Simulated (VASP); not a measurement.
# Au (Im-3m) in VASP: a series of runs

Runs on Au. Level: RPBE. Tasks: single point.

Program: VASP 6.6.1. These are calculated values, not measurements. Logs are shortened: lines on timing, memory, paths and dates and some standing lists are left out, and cuts for length are marked.

## (1) The cell of the first run

The structure is cubic, space group Im-3m (No. 229). Conventional cell: a = 3.197 Å, b = 3.197 Å, c = 3.197 Å, α = 90.00°, β = 90.00°, γ = 90.00°. Within 3.6 Å of Au (site symmetry m-3m) lie 14 Au at 2.77 to 3.20 Å.

## (2) Single point, RPBE (volume scaled by 0.88)

INCAR

```
SYSTEM = Au
PREC = Accurate ; ENCUT = 520
EDIFF = 1E-7 ; ISMEAR = -1
SIGMA = 0.1 ; LREAL = .False.
LASPH = .True. ; NELM = 60
ALGO = Normal ; ISIF = 2
LWAVE = .False. ; LCHARG = .False.
GGA = RP ; NBANDS = 12
```

KPOINTS

```
regular mesh
0
Gamma
  15 15 15
  0 0 0
```

POSCAR

```
Au
1.0
   -1.5982541229      1.5982541229      1.5982541229
    1.5982541229     -1.5982541229      1.5982541229
    1.5982541229      1.5982541229     -1.5982541229
Au
1
Direct
    0.0000000000      0.0000000000      0.0000000000
```

Potentials or basis: VASP PAW PBE potentials, release 64 (Au).

Started as:

```sh
$ cat potpaw_PBE.64/Au/POTCAR > POTCAR
$ mpirun -np 1 vasp_std > vasp.out
```

OUTCAR:

```text
SYSTEM = Au
   PREC = Accurate
   ENCUT = 520
   EDIFF = 1E-7
   ISMEAR = -1
   LREAL = .False.
   LASPH = .True.
   NELM = 60
   ISIF = 2
   GGA = RP

 ion  position               nearest neighbor table
   1  0.000  0.000  0.000-

  LATTYP: Found a body centered cubic cell.
 ALAT       =     3.1965082458

  Lattice vectors:

 A1 = (  -1.5982541229,   1.5982541229,   1.5982541229)
 A2 = (   1.5982541229,  -1.5982541229,   1.5982541229)
 A3 = (   1.5982541229,   1.5982541229,  -1.5982541229)

Analysis of symmetry for initial positions (statically):
=====================================================================
 Subroutine PRICEL returns:
 Original cell was already a primitive cell.

 Routine SETGRP: Setting up the symmetry group for a
 body centered cubic supercell.

 Subroutine GETGRP returns: Found 48 space group operations
 (whereof 48 operations were pure point group operations)
 out of a pool of 48 trial point group operations.

The static configuration has the point symmetry O_h .

Analysis of symmetry for dynamics (positions and initial velocities):
=====================================================================
 Subroutine PRICEL returns:
 Original cell was already a primitive cell.

 Routine SETGRP: Setting up the symmetry group for a
 body centered cubic supercell.

 Subroutine GETGRP returns: Found 48 space group operations
 (whereof 48 operations were pure point group operations)
 out of a pool of 48 trial point group operations.

The dynamic configuration has the point symmetry O_h .

 Subroutine INISYM returns: Found 48 space group operations
 (whereof 48 operations are pure point group operations),
 and found     1 'primitive' translations

----------------------------------------------------------------------------------------

                                     Primitive cell

  volume of cell :      16.3304

  direct lattice vectors                    reciprocal lattice vectors
    -1.598254123  1.598254123  1.598254123     0.000000000  0.312841364  0.312841364
     1.598254123 -1.598254123  1.598254123     0.312841364  0.000000000  0.312841364
     1.598254123  1.598254123 -1.598254123     0.312841364  0.312841364  0.000000000

  length of vectors
     2.768257344  2.768257344  2.768257344     0.442424500  0.442424500  0.442424500

  position of ions in fractional coordinates (direct lattice)
[... 82 lines left out ...]
   NFREE  =      0    steps in history (QN), initial steepest desc. (CG)
   ISIF   =      2    stress and relaxation
   ISYM   =      2    0-nonsym 1-usesym 2-fastsym
   POTIM  = 0.5000    time-step for ionic-motion
   TEBEG  =    0.0;   TEEND  =   0.0 temperature during run
   PSTRESS=    0.0 pullay stress
   NELECT =      11.0000    total number of electrons
   NUPDOWN=      -1.0000    fix difference up-down
   EMIN   =  10.00;   EMAX   =-10.00  energy-range for DOS
   EFERMI =   0.00;   METHOD = LEGACY
   ISMEAR =    -1;   SIGMA  =   0.10  broadening in eV -4-tet -1-fermi 0-gaus
   EFERMI_NEDOS =   21; number of points for ismear=-14 and -15
   IALGO  =     38    algorithm
   IMIX   =      4    mixing-type and parameters
     AMIX     =   0.40;   BMIX     =  1.00
     AMIX_MAG =   1.60;   BMIX_MAG =  1.00
  volume/ion in A,a.u.               =      16.33       110.20
  Fermi-wavevector in a.u.,A,eV,Ry     =   1.435070  2.711890 28.020209  2.059427
  Thomas-Fermi vector in A             =   2.554409
   LORBIT       =      0    0 simple, 1 ext, 2 COOP (PROOUT), +10 PAW based schemes
   GGA     = RP    functional components
   LHFCALC =     F    Hartree Fock is set to
   AEXX    =    0.0000 exact exchange contribution
   IVDW    =     0    specifies the selected vdW correction
   LEPSILON=     F    determine dielectric tensor
   LRPA    =     F    only Hartree local field effects (RPA)
 non-spin polarized calculation
  energy-cutoff  :      520.00
  volume of cell :       16.33
 maximum number of plane-waves:       453
 NGX is ok and might be reduce to    24
   NGX = 11   NGY = 11   NGZ = 11

 number of electron      10.9999999 magnetization

 Free energy of the ion-electron system (eV)
  ---------------------------------------------------
  ext. energy  EPLUGINS =         0.00000000
  ---------------------------------------------------
  free energy    TOTEN  =        -2.48584695 eV

  energy without entropy =       -2.47489711  energy(sigma->0) =       -2.48037203

 E-fermi :  10.2185     XC(G=0): -12.8960

 val. band max:       10.1539649963   @ k =  -0.4000   0.4667   0.0667
 cond. band min:      10.2630605912   @ k =  -0.4000   0.4000   0.2000
 fundamental gap:      0.1090955949
 Fermi energy:        10.2185386580

 k-point     1 :       0.0000    0.0000    0.0000
  band No.  band energies     occupation
      1       0.0346      2.00000
      2       5.1879      2.00000
      3       5.1879      2.00000
      4       5.1879      2.00000
      5       7.2482      2.00000
      6       7.2482      2.00000
      7      26.8109      0.00000
      8      26.8109      0.00000
      9      26.8109      0.00000
     10      35.5177      0.00000
     11      35.5177      0.00000
     12      35.5178      0.00000
[... 331 lines left out ...]
 k-point    24 :       0.4000    0.2000    0.0000
  band No.  band energies     occupation
      1       3.3951      2.00000
      2       4.3156      2.00000
      3       6.0233      2.00000
      4       7.1054      2.00000
      5       7.8314      2.00000
      6      12.9759      0.00000
      7      13.9361      0.00000
      8      19.8479      0.00000
      9      24.4601      0.00000
     10      31.6228      0.00000
     11      32.6029      0.00000
     12      36.5779      0.00000

 [... further k-points ...]

------------------------ aborting loop because EDIFF is reached ----------------------------------------

  FORCE on cell =-STRESS in cart. coord.  units (eV):
  Direction    XX          YY          ZZ          XY          YZ          ZX
  --------------------------------------------------------------------------------------
  -------------------------------------------------------------------------------------
  Total        2.2690683      2.2690683      2.2690683      0.0000000      0.0000000      0.0000000
  in kB      222.6181953    222.6181953    222.6181953      0.0000000      0.0000000      0.0000000
  external PRESSURE =     222.6181953 kB  Pullay stress =       0.0000000 kB

 VOLUME and BASIS-vectors are now :
 -----------------------------------------------------------------------------
  energy-cutoff  :      520.00
  volume of cell :       16.33
      direct lattice vectors                 reciprocal lattice vectors
    -1.598254123  1.598254123  1.598254123     0.000000000  0.312841364  0.312841364
     1.598254123 -1.598254123  1.598254123     0.312841364  0.000000000  0.312841364
     1.598254123  1.598254123 -1.598254123     0.312841364  0.312841364  0.000000000

 POSITION                                       TOTAL-FORCE (eV/Angst)
 -----------------------------------------------------------------------------------
      0.00000      0.00000      0.00000         0.000000     -0.000000      0.000000
 -----------------------------------------------------------------------------------
    total drift:                               -0.000000      0.000000      0.000000

  FREE ENERGIE OF THE ION-ELECTRON SYSTEM (eV)
  ---------------------------------------------------
  free  energy   TOTEN  =        -2.4858469458 eV

  energy  without entropy=       -2.4748971083  energy(sigma->0) =       -2.48037203
```

OSZICAR:

```text
N       E                     dE             d eps       ncg     rms          rms(c)
DAV:   1     0.512506363703E+02    0.51251E+02   -0.56317E+03  2984   0.821E+02
DAV:   2    -0.195433047603E+01   -0.53205E+02   -0.50615E+02  3472   0.190E+02
DAV:   3    -0.271639796667E+01   -0.76207E+00   -0.76128E+00  3384   0.216E+01
DAV:   4    -0.271892442897E+01   -0.25265E-02   -0.25264E-02  3344   0.146E+00
DAV:   5    -0.271894217261E+01   -0.17744E-04   -0.17742E-04  3380   0.115E-01    0.103E+01
DAV:   6    -0.250782111990E+01    0.21112E+00   -0.52389E-01  3180   0.596E+00    0.658E+00
DAV:   7    -0.248793996661E+01    0.19881E-01   -0.71700E-02  3380   0.222E+00    0.282E+00
DAV:   8    -0.248584938177E+01    0.20906E-02   -0.25568E-03  3148   0.419E-01    0.235E-01
DAV:   9    -0.248583890006E+01    0.10482E-04   -0.11317E-05  3340   0.311E-02    0.181E-02
DAV:  10    -0.248584701419E+01   -0.81141E-05   -0.42635E-06  3240   0.207E-02    0.175E-03
DAV:  11    -0.248584694578E+01    0.68416E-07   -0.59484E-08  3204   0.178E-03
   1 F= -.24858469E+01 E0= -.24803720E+01  d E =-.109498E-01
```

stdout:

```text
POSCAR found type information on POSCAR Au
 POSCAR found :  1 types and       1 ions
 scaLAPACK will be used
 -----------------------------------------------------------------------------
|                                                                             |
|                                                                             |
|     You enforced a specific xc type in the INCAR file but a different       |
|     I HOPE YOU KNOW WHAT YOU ARE DOING!                                     |
|                                                                             |
 -----------------------------------------------------------------------------

 LDA part: xc-table for (Slater+PW92), standard interpolation
 POSCAR, INCAR and KPOINTS ok, starting setup
 FFT: planning ... GRIDC
 FFT: planning ... GRID_SOFT
 FFT: planning ... GRID
 WAVECAR not read
 entering main loop
```

It took 13 s on 1 thread of Intel Xeon Platinum 8259CL at 2.50GHz (Skylake/Cascade Lake), shared host; peak memory 0.15 GiB.

What came out:

| Item | Value |
| --- | --- |
| Free energy | -2.4858 eV |
| Pressure | 22.3 GPa |

Caveat: the PAW data sets were made with another functional, which shifts forces and pressure a little; spin-orbit coupling is left out, which moves the levels of the heavy elements.

(Part 1 of 2 ends here.)
